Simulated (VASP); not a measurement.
# Na4H in VASP: notebook, part 2 of 2

VASP 6.6.1. The steps go on from the part before.

## Step 3: Single point, PBE

INCAR

```
  ALGO = Normal
  DIPOL = 0.5 0.5 0.292
  EDIFF = 1E-6
  ENCUT = 520
  GGA = PE
  IDIPOL = 3
  ISIF = 2
  ISMEAR = 0
  LASPH = T
  LCHARG = F
  LDIPOL = T
  LREAL = F
  LWAVE = F
  NBANDS = 40
  NELM = 100
  PREC = Accurate
  SIGMA = 0.1
```

KPOINTS

```
k-points
0
Gamma
  4 4 1
```

POSCAR

```
Na4H
1.0
    7.2665057608      0.0000000000      0.0000000000
   -2.4221685869      6.8509273320      0.0000000000
    0.0000000000      0.0000000000     20.9665385532
Na H
8 2
Direct
    0.2500000000      0.2500000000      0.1907801800
    0.2500000000      0.7500000000      0.1907801800
    0.7500000000      0.2500000000      0.1907801800
    0.7500000000      0.7500000000      0.1907801800
    0.0000000000      0.0000000000      0.3322693699
    0.0000000000      0.5000000000      0.3322693699
    0.5000000000      0.0000000000      0.3322693699
    0.5000000000      0.5000000000      0.3322693699
   -0.0812632673      0.7500000000      0.4147817977
    0.0812632673      0.7500000000      0.4147817977
```

Potentials or basis: VASP PAW PBE potentials, release 64 (Na_pv, H).

Run with:

```bash
$ cat potpaw_PBE.64/Na_pv/POTCAR potpaw_PBE.64/H/POTCAR > POTCAR
$ mpirun -np 1 vasp_std > vasp.out
```

OUTCAR:

```text
EDIFF = 1E-6
   ENCUT = 520
   GGA = PE
   ISIF = 2
   ISMEAR = 0
   LASPH = T
   LREAL = F
   NELM = 100
   PREC = Accurate

 ion  position               nearest neighbor table
   1  0.250  0.250  0.191-
   2  0.250  0.750  0.191-
   3  0.750  0.250  0.191-
   4  0.750  0.750  0.191-
   5  0.000  0.000  0.332-
   6  0.000  0.500  0.332-
   7  0.500  0.000  0.332-
   8  0.500  0.500  0.332-
   9  0.919  0.750  0.415-
  10  0.081  0.750  0.415-

  LATTYP: Found a base centered orthorhombic cell.
 ALAT       =     8.3906381142
 B/A-ratio  =     1.4142135624
 C/A-ratio  =     2.4988014342

  Lattice vectors:

 A1 = (   7.2665057608,   0.0000000000,   0.0000000000)
 A2 = (  -2.4221685869,   6.8509273320,   0.0000000000)
 A3 = (   0.0000000000,   0.0000000000,  20.9665385532)

Analysis of symmetry for initial positions (statically):
[... 186 lines left out ...]
  band No.  band energies     occupation
      1     -27.1654      2.00000
      2     -27.1587      2.00000
      3     -27.1575      2.00000
      4     -27.1550      2.00000
      5     -27.1548      2.00000
      6     -27.1504      2.00000
[... 419 lines left out ...]
     39       1.2367      0.00000
     40       1.2626      0.00000

------------------------ aborting loop because EDIFF is reached ----------------------------------------

 vacuum level on the upper side and lower side of the slab       (xc-potential included)         0.123        -0.136

  FORCE on cell =-STRESS in cart. coord.  units (eV):
  Direction    XX          YY          ZZ          XY          YZ          ZX
  --------------------------------------------------------------------------------------
  -------------------------------------------------------------------------------------
  Total       -3.5656373     -1.5656869     -0.7171456     -0.1226651      0.0000000      0.0000000
  in kB       -5.4732593     -2.4033320     -1.1008197     -0.1882911      0.0000000      0.0000000
  external PRESSURE =      -2.9924703 kB  Pullay stress =       0.0000000 kB

 VOLUME and BASIS-vectors are now :
 -----------------------------------------------------------------------------
  energy-cutoff  :      520.00
  volume of cell :     1043.76
      direct lattice vectors                 reciprocal lattice vectors
     7.266505761  0.000000000  0.000000000     0.137617726  0.048655214  0.000000000
    -2.422168587  6.850927332  0.000000000     0.000000000  0.145965641  0.000000000
     0.000000000  0.000000000 20.966538553     0.000000000  0.000000000  0.047695045

 POSITION                                       TOTAL-FORCE (eV/Angst)
 -----------------------------------------------------------------------------------
      1.21108      1.71273      4.00000         0.010124      0.012240      0.028472
      0.00000      5.13820      4.00000         0.029353     -0.000181      0.016700
      4.84434      1.71273      4.00000        -0.010124     -0.012240      0.028472
      3.63325      5.13820      4.00000        -0.029353      0.000181      0.016700
      0.00000      0.00000      6.96654         0.008509     -0.022286      0.029065
     -1.21108      3.42546      6.96654        -0.008509      0.022286      0.029065
      3.63325      0.00000      6.96654         0.024539     -0.042676      0.043815
      2.42217      3.42546      6.96654        -0.024539      0.042676      0.043815
      4.85938      5.13820      8.69654         2.627518     -0.112429     -0.118052
     -1.22613      5.13820      8.69654        -2.627518      0.112429     -0.118052
 -----------------------------------------------------------------------------------
    total drift:                               -0.000000     -0.000000     -0.006338

  FREE ENERGIE OF THE ION-ELECTRON SYSTEM (eV)
  ---------------------------------------------------
  free  energy   TOTEN  =       -14.7158126222 eV

  energy  without entropy=      -14.6931303319  energy(sigma->0) =      -14.70447148

 vacuum level on the upper side and lower side of the slab         1.202         0.914
```

OSZICAR:

```text
N       E                     dE             d eps       ncg     rms          rms(c)
DAV:   1     0.356324740358E+03    0.35632E+03   -0.26984E+04  1104   0.104E+03
DAV:   2     0.326684707807E+01   -0.35306E+03   -0.34961E+03   896   0.329E+02
DAV:   3    -0.149181042178E+02   -0.18185E+02   -0.17972E+02   960   0.848E+01
[... 15 lines left out ...]
DAV:  19    -0.147157827135E+02   -0.16473E-04   -0.55011E-07   664   0.401E-03    0.631E-04
DAV:  20    -0.147158016093E+02   -0.18896E-04   -0.60733E-07   648   0.223E-03    0.431E-04
DAV:  21    -0.147158103188E+02   -0.87094E-05   -0.29124E-07   640   0.190E-03    0.508E-04
DAV:  22    -0.147158116424E+02   -0.13236E-05   -0.95170E-08   608   0.116E-03    0.218E-04
DAV:  23    -0.147158126222E+02   -0.97978E-06   -0.85438E-08   648   0.118E-03
   1 F= -.14715813E+02 E0= -.14704471E+02  d E =-.226823E-01
```

stdout:

```text
POSCAR found type information on POSCAR NaH
 POSCAR found :  2 types and      10 ions
 scaLAPACK will be used
 LDA part: xc-table for (Slater+PW92), standard interpolation
 POSCAR, INCAR and KPOINTS ok, starting setup
 FFT: planning ... GRIDC
 FFT: planning ... GRID_SOFT
 FFT: planning ... GRID
 WAVECAR not read
 entering main loop
```

Run time: 10 min. Hardware: 1 thread of Oxide Virtual Turin-like, shared host; peak memory 1 GiB.

Results:

| Quantity | Value |
| --- | --- |
| Free energy | -14.7158 eV |
| Largest force | 2.633 eV/Å |
| Band gap on the k mesh | zero (bands 29 and 30 overlap by 0.68 eV) |

Forces in eV/Å, atoms in the order of the input:
```
Na   0.010  0.012  0.028
Na   0.029  0.000  0.017
Na  -0.010 -0.012  0.028
Na  -0.029  0.000  0.017
Na   0.009 -0.022  0.029
Na  -0.009  0.022  0.029
Na   0.025 -0.043  0.044
Na  -0.025  0.043  0.044
H    2.628 -0.112 -0.118
H   -2.628  0.112 -0.118
```

Levels at points of the mesh, in eV from the Fermi level:
```csv
k point,band 26,band 27,band 28,band 29,band 30,band 31,band 32,band 33
"(0.00, 0.00, 0.00)",-2.64,-0.85,0.00,0.42,0.44,0.50,0.99,1.01
"(0.50, 0.00, 0.00)",-1.96,-1.80,-0.54,-0.02,0.13,0.33,0.93,1.62
"(0.00, 0.50, 0.00)",-1.93,-1.79,-0.31,-0.14,0.02,0.32,0.78,1.51
"(0.50, 0.50, 0.00)",-1.70,-1.56,-0.68,-0.54,-0.26,0.28,0.67,1.24
```

## Step 4: Single point, PBE

INCAR

```
  ALGO = Normal
  DIPOL = 0.5 0.5 0.300
  EDIFF = 1E-7
  ENCUT = 520
  GGA = PE
  IDIPOL = 3
  ISIF = 2
  ISMEAR = 0
  LASPH = True
  LCHARG = False
  LDIPOL = True
  LREAL = False
  LWAVE = False
  NBANDS = 40
  NELM = 80
  PREC = Accurate
  SIGMA = 0.1
```

KPOINTS is that of step 3.

POSCAR, as its differences from that of step 3:

```diff
@@ -16,3 +16,3 @@
     0.5000000000      0.5000000000      0.3322693699
-   -0.0812632673      0.7500000000      0.4147817977
-    0.0812632673      0.7500000000      0.4147817977
+   -0.0812632673      0.7500000000      0.4562764869
+    0.0812632673      0.7500000000      0.4562764869
```

Run with:

```bash
$ cat potpaw_PBE.64/Na_pv/POTCAR potpaw_PBE.64/H/POTCAR > POTCAR
$ mpirun -np 1 vasp_std > vasp.out
```

It took 17 min on 1 thread of Oxide Virtual Turin-like, shared host; peak memory 1 GiB.

It converged, with:

```yaml
Free_energy: -14.5553 eV
Largest_force: 3.984 eV/Å
Band_gap_on_the_k_mesh: zero (bands 29 and 30 overlap by 0.74 eV)
```

Forces in eV/Å, atoms in the order of the input:
```
Na   0.004  0.008  0.005
Na   0.016 -0.002  0.004
Na  -0.004 -0.008  0.005
Na  -0.016  0.002  0.004
Na  -0.014  0.006  0.018
Na   0.014 -0.006  0.018
Na   0.030 -0.012  0.014
Na  -0.030  0.012  0.014
H    3.984 -0.008 -0.041
H   -3.984  0.008 -0.041
```

Levels at points of the mesh, in eV from the Fermi level:
```
           k point  band 25  band 26  band 27  band 28  band 29  band 30  band 31  band 32  band 33  band 34
(0.00, 0.00, 0.00)    -6.06    -2.78    -1.06     0.20     0.36     0.37     0.38     0.87     0.94     1.18
(0.50, 0.00, 0.00)    -6.06    -2.01    -1.96    -0.51    -0.22     0.09     0.14     0.80     1.57     1.57
(0.00, 0.50, 0.00)    -6.06    -2.00    -1.95    -0.38    -0.21     0.00     0.14     0.79     1.41     1.57
(0.50, 0.50, 0.00)    -6.05    -1.74    -1.70    -0.69    -0.64    -0.26     0.04     0.64     1.02     1.22
```

## Step 5: Overview

```tsv
cell	gap on the mesh (eV)	largest force (eV/Å)
as given, atomic positions A	none	1.67
as given, atomic positions B	none	2.63
as given, atomic positions C	none	3.98
```

Alike in all rows: task single point; level PBE; potentials or basis VASP PAW PBE potentials, release 64 (Na_pv, H); no spin polarisation; k mesh 4 × 4 × 1; cutoff (eV) 520; smearing gaussian 0.1 eV.

Absolute energies hang on the potentials; compare differences alone.
